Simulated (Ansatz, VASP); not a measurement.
MgO: VASP beside Ansatz

```xyz
2
Lattice="0.0000 2.1160 2.1160 2.1160 0.0000 2.1160 2.1160 2.1160 0.0000" Properties=species:S:1:pos:R:3 pbc="T T T"
Mg    0.0000    0.0000    0.0000
O     2.1160    2.1160    2.1160
```

Alike in both runs: task single point; functional PBE; k mesh 9 × 9 × 9; occupations fermi-dirac, width 0.0005 eV; no spin polarisation.

|  | VASP | Ansatz |
| --- | --- | --- |
| version | VASP 6.6.1 | Ansatz 0.2.0 |
| potentials or method | VASP PAW PBE potentials, release 64 (Mg, O), cutoff 600 eV | PAW, plane waves, scalar-relativistic |
| valence electrons in the cell | 8 | 16 |

Ansatz gave:

* pressure (GPa): 2.4

Task: Estimate VASP's values.

Result: Pressure (GPa): 1.4.

VASP's potentials hold 8 valence electrons a cell and Ansatz's 16, so a difference there can come from the potentials and not from the codes.
